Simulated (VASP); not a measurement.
# KF (Fm-3m) in VASP: a series of runs

The runs below take KF through single point, with PBE.

All numbers are computed with VASP 6.6.1; they aren't measurements. Logs are shortened: lines on timing, memory, paths and dates and some standing lists are left out, and cuts for length are marked.

## 1. The cell of the first run

Symmetry: Fm-3m, No. 225, cubic system. Conventional cell: a = 5.472 Å, b = 5.472 Å, c = 5.472 Å, α = 90.00°, β = 90.00°, γ = 90.00°. K (site symmetry m-3m) has 6 F at 2.74 Å within 3.6 Å. F (site symmetry m-3m) has 6 K at 2.74 Å within 3.6 Å.

## 2. Single point, PBE (volume scaled by 1.03)

INCAR

```
PREC = Accurate ; ENCUT = 520
EDIFF = 1E-6 ; ISMEAR = 0
SIGMA = 0.02 ; LREAL = F
LASPH = T ; NELM = 60
ALGO = Normal ; ISIF = 2
LWAVE = F ; LCHARG = F
GGA = PE ; NBANDS = 15
```

KPOINTS

```
regular mesh
0
Gamma
  8 8 8
```

POSCAR

```
KF
1.0
    0.0000000000      2.7361935831      2.7361935831
    2.7361935831      0.0000000000      2.7361935831
    2.7361935831      2.7361935831      0.0000000000
K F
1 1
Direct
    0.0000000000      0.0000000000      0.0000000000
    0.5000000000      0.5000000000      0.5000000000
```

Potentials or basis: VASP PAW PBE potentials, release 64 (K_sv, F).

The run is started by

```bash
$ cat potpaw_PBE.64/K_sv/POTCAR potpaw_PBE.64/F/POTCAR > POTCAR
$ mpirun -np 1 vasp_std > vasp.out
```

OUTCAR:

```text
PREC = Accurate
   ENCUT = 520
   EDIFF = 1E-6
   ISMEAR = 0
   LREAL = F
   LASPH = T
   NELM = 60
   ISIF = 2
   GGA = PE

 ion  position               nearest neighbor table
   1  0.000  0.000  0.000-   2 2.74   2 2.74   2 2.74   2 2.74   2 2.74   2 2.74
   2  0.500  0.500  0.500-   1 2.74   1 2.74   1 2.74   1 2.74   1 2.74   1 2.74

  LATTYP: Found a face centered cubic cell.
 ALAT       =     5.4723871662

  Lattice vectors:

 A1 = (   0.0000000000,   2.7361935831,   2.7361935831)
 A2 = (   2.7361935831,   0.0000000000,   2.7361935831)
 A3 = (   2.7361935831,   2.7361935831,   0.0000000000)

Analysis of symmetry for initial positions (statically):
=====================================================================
 Subroutine PRICEL returns:
 Original cell was already a primitive cell.

 Routine SETGRP: Setting up the symmetry group for a
 face centered cubic supercell.

 Subroutine GETGRP returns: Found 48 space group operations
 (whereof 48 operations were pure point group operations)
 out of a pool of 48 trial point group operations.

The static configuration has the point symmetry O_h .

Analysis of symmetry for dynamics (positions and initial velocities):
=====================================================================
 Subroutine PRICEL returns:
 Original cell was already a primitive cell.

 Routine SETGRP: Setting up the symmetry group for a
 face centered cubic supercell.

 Subroutine GETGRP returns: Found 48 space group operations
 (whereof 48 operations were pure point group operations)
 out of a pool of 48 trial point group operations.

The dynamic configuration has the point symmetry O_h .

 Subroutine INISYM returns: Found 48 space group operations
 (whereof 48 operations are pure point group operations),
 and found     1 'primitive' translations

----------------------------------------------------------------------------------------

                                     Primitive cell

  volume of cell :      40.9704

  direct lattice vectors                    reciprocal lattice vectors
     0.000000000  2.736193583  2.736193583    -0.182735609  0.182735609  0.182735609
     2.736193583  0.000000000  2.736193583     0.182735609 -0.182735609  0.182735609
     2.736193583  2.736193583  0.000000000     0.182735609  0.182735609 -0.182735609

  length of vectors
     3.869562074  3.869562074  3.869562074     0.316507359  0.316507359  0.316507359

  position of ions in fractional coordinates (direct lattice)
     0.000000000  0.000000000  0.000000000
     0.500000000  0.500000000  0.500000000

  ion indices of the primitive-cell ions
   primitive index   ion index
                 1           1
                 2           2

----------------------------------------------------------------------------------------

 KPOINTS: regular mesh

Automatic generation of k-mesh.
 Grid dimensions read from file:
 generate k-points for:    8    8    8

 Generating k-lattice:

  Cartesian coordinates                     Fractional coordinates (reciprocal lattice)
    -0.022841951  0.022841951  0.022841951     0.125000000  0.000000000  0.000000000
     0.022841951 -0.022841951  0.022841951     0.000000000  0.125000000  0.000000000
     0.022841951  0.022841951 -0.022841951     0.000000000  0.000000000  0.125000000

  Length of vectors
     0.039563420  0.039563420  0.039563420

  Shift w.r.t. Gamma in fractional coordinates (k-lattice)
     0.000000000  0.000000000  0.000000000

 Subroutine IBZKPT returns following result:
 ===========================================

 Found     29 irreducible k-points:

 Following reciprocal coordinates:
            Coordinates               Weight
  0.000000  0.000000  0.000000      1.000000
  0.125000  0.000000  0.000000      8.000000
  0.250000  0.000000  0.000000      8.000000
  0.375000  0.000000  0.000000      8.000000
  0.500000  0.000000  0.000000      4.000000
  0.125000  0.125000  0.000000      6.000000
[... 16 lines left out ...]
  0.500000  0.250000  0.125000     48.000000
 -0.375000  0.250000  0.125000     24.000000
 [... further k-points ...]
   k-points           NKPTS =     29   k-points in BZ     NKDIM =     29   number of bands    NBANDS=     15
   number of dos      NEDOS =    301   number of ions     NIONS =      2
   total plane-waves  NPLWV =  27000
   dimension x,y,z NGX =    30 NGY =   30 NGZ =   30
   dimension x,y,z NGXF=    60 NGYF=   60 NGZF=   60
   ions per type =               1   1
   NGX,Y,Z   is equivalent  to a cutoff of  12.89, 12.89, 12.89 a.u.
   NGXF,Y,Z  is equivalent  to a cutoff of  25.78, 25.78, 25.78 a.u.
 SYSTEM =  unknown system
   PREC   = accura    normal or accurate (medium, high low for compatibility)
   ISTART =      0    job   : 0-new  1-cont  2-samecut
   ICHARG =      2    charge: 1-file 2-atom 10-const
   ISPIN  =      1    spin polarized calculation?
   LNONCOLLINEAR =      F non collinear calculations
   LSORBIT =      F    spin-orbit coupling
   LASPH  =      T    aspherical Exc in radial PAW
   ENCUT  =  520.0 eV  38.22 Ry    6.18 a.u.   7.19  7.19  7.19*2*pi/ulx,y,z
   NELM   =     60;   NELMIN=  2; NELMDL= -5     # of ELM steps
   EDIFF  = 0.1E-05   stopping-criterion for ELM
   LREAL  =      F    real-space projection
   EDIFFG = 0.1E-04   stopping-criterion for IOM
   NSW    =      0    number of steps for IOM
   IBRION =     -1    ionic relax: 0-MD 1-quasi-New 2-CG
   NFREE  =      0    steps in history (QN), initial steepest desc. (CG)
   ISIF   =      2    stress and relaxation
   ISYM   =      2    0-nonsym 1-usesym 2-fastsym
   POTIM  = 0.5000    time-step for ionic-motion
   TEBEG  =    0.0;   TEEND  =   0.0 temperature during run
   PSTRESS=    0.0 pullay stress
   NELECT =      16.0000    total number of electrons
   NUPDOWN=      -1.0000    fix difference up-down
   EMIN   =  10.00;   EMAX   =-10.00  energy-range for DOS
   EFERMI =   0.00;   METHOD = LEGACY
   ISMEAR =     0;   SIGMA  =   0.02  broadening in eV -4-tet -1-fermi 0-gaus
   EFERMI_NEDOS =   21; number of points for ismear=-14 and -15
   IALGO  =     38    algorithm
   IMIX   =      4    mixing-type and parameters
     AMIX     =   0.40;   BMIX     =  1.00
     AMIX_MAG =   1.60;   BMIX_MAG =  1.00
  volume/ion in A,a.u.               =      20.49       138.24
  Fermi-wavevector in a.u.,A,eV,Ry     =   1.196625  2.261293 19.482331  1.431911
  Thomas-Fermi vector in A             =   2.332560
   LORBIT       =      0    0 simple, 1 ext, 2 COOP (PROOUT), +10 PAW based schemes
   GGA     = PE    functional components
   LHFCALC =     F    Hartree Fock is set to
   AEXX    =    0.0000 exact exchange contribution
   IVDW    =     0    specifies the selected vdW correction
   LEPSILON=     F    determine dielectric tensor
   LRPA    =     F    only Hartree local field effects (RPA)
 non-spin polarized calculation
 Gauss-broadening in eV      SIGMA  =   0.02
  energy-cutoff  :      520.00
  volume of cell :       40.97
 maximum number of plane-waves:      1124
 NGX is ok and might be reduce to    30
   NGX = 15   NGY = 15   NGZ = 15

 number of electron      15.9999994 magnetization

 Free energy of the ion-electron system (eV)
  ---------------------------------------------------
  ext. energy  EPLUGINS =         0.00000000
  ---------------------------------------------------
  free energy    TOTEN  =        -8.29779968 eV

  energy without entropy =       -8.29779968  energy(sigma->0) =       -8.29779968

 E-fermi :  -2.8094     XC(G=0):  -8.0856

 val. band max:       -2.9826908609   @ k =   0.0000   0.0000   0.0000
 cond. band min:       2.8239956335   @ k =   0.0000   0.0000   0.0000
 fundamental gap:      5.8066864944
 Fermi energy:        -2.8094264305

 k-point     1 :       0.0000    0.0000    0.0000
  band No.  band energies     occupation
      1     -29.3268      2.00000
      2     -21.6007      2.00000
      3     -12.6231      2.00000
      4     -12.6231      2.00000
      5     -12.6231      2.00000
      6      -2.9827      2.00000
      7      -2.9827      2.00000
      8      -2.9827      2.00000
      9       2.8240      0.00000
     10       7.4921      0.00000
     11       7.4921      0.00000
     12       7.4921      0.00000
     13       9.0716      0.00000
     14       9.0716      0.00000
     15      13.4821      0.00000

 k-point     2 :       0.1250    0.0000    0.0000
  band No.  band energies     occupation
      1     -29.3170      2.00000
      2     -21.6095      2.00000
      3     -12.6581      2.00000
      4     -12.6280      2.00000
      5     -12.6280      2.00000
      6      -3.1092      2.00000
      7      -3.0269      2.00000
      8      -3.0269      2.00000
      9       3.2309      0.00000
     10       7.2470      0.00000
     11       7.6864      0.00000
     12       7.6864      0.00000
     13       9.1951      0.00000
     14       9.1951      0.00000
     15      14.1792      0.00000

 k-point     3 :       0.2500    0.0000    0.0000
  band No.  band energies     occupation
      1     -29.2933      2.00000
      2     -21.6294      2.00000
      3     -12.7417      2.00000
      4     -12.6396      2.00000
      5     -12.6396      2.00000
      6      -3.3779      2.00000
      7      -3.1316      2.00000
      8      -3.1316      2.00000
      9       4.2609      0.00000
     10       6.8816      0.00000
     11       8.1621      0.00000
     12       8.1621      0.00000
     13       9.5921      0.00000
     14       9.5921      0.00000
     15      14.9697      0.00000
[... 343 lines left out ...]
 k-point    23 :       0.5000    0.2500    0.1250
  band No.  band energies     occupation
      1     -29.2585      2.00000
      2     -21.6374      2.00000
      3     -12.8512      2.00000
      4     -12.7825      2.00000
      5     -12.6784      2.00000
      6      -3.4974      2.00000
      7      -3.2397      2.00000
      8      -3.1380      2.00000
      9       5.8567      0.00000
     10       6.3987      0.00000
     11       8.3983      0.00000
     12       9.2312      0.00000
     13      10.0815      0.00000
     14      10.9851      0.00000
     15      12.4649      0.00000

 k-point    24 :      -0.3750    0.2500    0.1250
  band No.  band energies     occupation
      1     -29.2508      2.00000
      2     -21.6404      2.00000
      3     -12.8865      2.00000
      4     -12.7953      2.00000
      5     -12.6857      2.00000
      6      -3.5038      2.00000
      7      -3.2291      2.00000
      8      -3.2190      2.00000
      9       6.1271      0.00000
     10       6.7557      0.00000
     11       8.2970      0.00000
     12       9.3588      0.00000
     13      10.5209      0.00000
     14      11.4697      0.00000
     15      11.5714      0.00000

 [... further k-points ...]
[... 5 lines left out ...]
  --------------------------------------------------------------------------------------
  -------------------------------------------------------------------------------------
  Total       -0.1979593     -0.1979593     -0.1979593      0.0000000      0.0000000      0.0000000
  in kB       -7.7413387     -7.7413387     -7.7413387      0.0000000      0.0000000      0.0000000
  external PRESSURE =      -7.7413387 kB  Pullay stress =       0.0000000 kB

 VOLUME and BASIS-vectors are now :
 -----------------------------------------------------------------------------
  energy-cutoff  :      520.00
  volume of cell :       40.97
      direct lattice vectors                 reciprocal lattice vectors
     0.000000000  2.736193583  2.736193583    -0.182735609  0.182735609  0.182735609
     2.736193583  0.000000000  2.736193583     0.182735609 -0.182735609  0.182735609
     2.736193583  2.736193583  0.000000000     0.182735609  0.182735609 -0.182735609

 POSITION                                       TOTAL-FORCE (eV/Angst)
 -----------------------------------------------------------------------------------
      0.00000      0.00000      0.00000         0.000000      0.000000      0.000000
      2.73619      2.73619      2.73619        -0.000000     -0.000000     -0.000000
 -----------------------------------------------------------------------------------
    total drift:                                0.000000      0.000000      0.000000

  FREE ENERGIE OF THE ION-ELECTRON SYSTEM (eV)
  ---------------------------------------------------
  free  energy   TOTEN  =        -8.2977996751 eV

  energy  without entropy=       -8.2977996751  energy(sigma->0) =       -8.29779968
```

Wall time 33 s (1 thread of AMD EPYC 7R13, shared host); peak memory 0.14 GiB.

Results:

| Item | Value |
| --- | --- |
| Free energy | -8.2978 eV |
| Pressure | -0.8 GPa |
| Band gap on the k mesh | 5.81 eV, direct |

Levels at points of the mesh, in eV from the valence-band top:
```csv
k point,band 5,band 6,band 7,band 8,band 9,band 10,band 11,band 12
"(0.00, 0.00, 0.00)",-9.64,0.00,0.00,0.00,5.81,10.47,10.47,10.47
"(0.50, 0.00, 0.00)",-9.67,-0.72,-0.29,-0.29,8.77,10.08,11.73,11.73
"(0.50, 0.50, 0.00)",-9.81,-0.24,-0.07,-0.07,8.13,9.91,11.25,13.23
```

Caveat: the cell differs from its parent crystal (volume scaled by 1.03).

## 3. Single point, PBE (volume scaled by 1.06)

INCAR

```
SYSTEM = KF
PREC = Accurate ; ENCUT = 520
EDIFF = 1E-7 ; ISMEAR = 0
SIGMA = 0.02 ; LREAL = .FALSE.
LASPH = .TRUE. ; NELM = 60
ALGO = Normal ; ISIF = 2
LWAVE = .FALSE. ; LCHARG = .FALSE.
GGA = PE ; NBANDS = 15
```

KPOINTS

```
regular mesh
0
G
  8 8 8
  0 0 0
```

POSCAR

```
KF
1.0
    0.0000000000      2.7625047509      2.7625047509
    2.7625047509      0.0000000000      2.7625047509
    2.7625047509      2.7625047509      0.0000000000
K F
1 1
Direct
    0.0000000000      0.0000000000      0.0000000000
    0.5000000000      0.5000000000      0.5000000000
```

Potentials or basis: VASP PAW PBE potentials, release 64 (K_sv, F).

The run is started by

```bash
$ cat potpaw_PBE.64/K_sv/POTCAR potpaw_PBE.64/F/POTCAR > POTCAR
$ mpirun -np 1 vasp_std > vasp.out
```

It took 34 s on 1 thread of AMD EPYC 7R13, shared host; peak memory 0.14 GiB.

It converged, with:

- Free energy: -8.2907 eV
- Pressure: -1.5 GPa
- Band gap on the k mesh: 5.67 eV, direct

Levels at points of the mesh, in eV from the valence-band top:
| k point | band 4 | band 5 | band 6 | band 7 | band 8 | band 9 | band 10 | band 11 | band 12 | band 13 |
| --- | --- | --- | --- | --- | --- | --- | --- | --- | --- | --- |
| (0.00, 0.00, 0.00) | -9.74 | -9.74 | 0.00 | 0.00 | 0.00 | 5.67 | 10.39 | 10.39 | 10.39 | 11.93 |
| (0.50, 0.00, 0.00) | -9.77 | -9.77 | -0.69 | -0.27 | -0.27 | 8.65 | 9.88 | 11.60 | 11.60 | 13.65 |
| (0.50, 0.50, 0.00) | -9.90 | -9.90 | -0.25 | -0.07 | -0.07 | 8.10 | 9.76 | 11.03 | 13.08 | 13.61 |

Caveat: the cell differs from its parent crystal (volume scaled by 1.06). A k mesh can miss the band edges.

## 4. Single point, PBE

This run uses another cell than the first one, of 19.07 Å³/atom, 0.931 times its volume.

INCAR

```
PREC = Accurate
ENCUT = 600
EDIFF = 1E-6
ISMEAR = 0
SIGMA = 0.1
LREAL = False
LASPH = True
NELM = 120
ALGO = Normal
ISIF = 2
LWAVE = False
LCHARG = True
GGA = PE
LELF = True
LVHAR = True
NBANDS = 15
GGA_COMPAT = False
```

KPOINTS

```
Automatic mesh
0
Gamma
  6 6 6
```

POSCAR

```
KF
1.0
    0.0000000000      2.6718500000      2.6718500000
    2.6718500000      0.0000000000      2.6718500000
    2.6718500000      2.6718500000      0.0000000000
K F
1 1
Direct
    0.0000000000      0.0000000000      0.0000000000
    0.5000000000      0.5000000000      0.5000000000
```

The run is started by

```bash
$ cat potpaw_PBE.64/K_sv/POTCAR potpaw_PBE.64/F/POTCAR > POTCAR
$ mpirun -np 1 vasp_std > vasp.out
```

Wall time 8.1 s (1 thread of Intel Xeon 6975P-C (Granite Rapids), shared host); peak memory 0.16 GiB.

The run converged. Its results:

```
Free energy            : -8.2920 eV
Pressure               : 1.4 GPa
Band gap on the k mesh : 6.17 eV, direct
```

Levels at points of the mesh, in eV from the valence-band top:
```csv
k point,band 6,band 7,band 8,band 9,band 10,band 11
"(0.00, 0.00, 0.00)",0.00,0.00,0.00,6.17,10.68,10.68
"(0.50, 0.00, 0.00)",-0.79,-0.35,-0.35,9.07,10.61,12.07
"(0.50, 0.50, 0.00)",-0.21,-0.06,-0.06,8.20,10.30,11.81
```

## 5. Summary

| cell | k mesh | cutoff (eV) | smearing | gap on the mesh (eV) | pressure (GPa) |
| --- | --- | --- | --- | --- | --- |
| a = 3.870 Å, angles 60.0°, 2 atoms | 8 × 8 × 8 | 520 | gaussian 0.02 eV | 5.81 | -0.8 |
| a = 3.907 Å, angles 60.0°, 2 atoms | 8 × 8 × 8 | 520 | gaussian 0.02 eV | 5.67 | -1.5 |
| a = 3.779 Å, angles 60.0°, 2 atoms | 6 × 6 × 6 | 600 | gaussian 0.1 eV | 6.17 | 1.4 |

Alike in all rows: task single point; level PBE; potentials or basis VASP PAW PBE potentials, release 64 (K_sv, F); no spin polarisation.

Total energies depend on the potentials used, so only differences within one code and one set of settings carry meaning.
